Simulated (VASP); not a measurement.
# MgS: single point with revPBE+D4

The system is MgS.

```
S Mg
1.0
     0.06241    2.57773    2.60848
     2.65787    0.06122    2.60966
     2.69372    2.61476    0.02538
S Mg
1 1
Direct
  0.50000 0.50000 0.50000
  0.00000 0.00000 0.00000
```

This cell differs from its parent crystal: the cell strained at random.

- Program: VASP 6.6.1
- Task: single point
- Functional: revPBE
- Dispersion: D4
- Potentials or basis: VASP PAW PBE potentials, release 64 (S, Mg)
- Cutoff: 520 eV
- k mesh: 7 × 7 × 7
- Occupations: methfessel-paxton, width 0.1 eV
- Spin: no spin polarisation
- Dipole correction: no
- Further INCAR settings: ALGO = Normal; EDIFF = 1e-06; NBANDS = 11

```json
{"Pressure": "-2.6 GPa", "Band gap on the k mesh": "2.85 eV (least direct gap 3.62 eV)", "Dispersion energy per atom": "-0.532 eV"}
```

Stress tensor (GPa, compression positive):
```
-4.23 -2.07 -0.56
-2.07 -0.98 -0.57
-0.56 -0.57 -2.48
```

Levels at points of the mesh, in eV from the valence-band top:
```
           k point  band 2  band 3  band 4  band 5  band 6  band 7
(0.00, 0.00, 0.00)   -0.39   -0.18    0.00    3.62    7.42    7.87
```

Run time: 34 s on 1 thread of AMD EPYC 9R45 (Zen 5), with other jobs on the host, peak memory 0.17 GiB.

Caveat: the cell differs from its parent crystal (the cell strained at random); the PAW data sets were made with another functional, which shifts forces and pressure a little. A k mesh can miss the band edges.
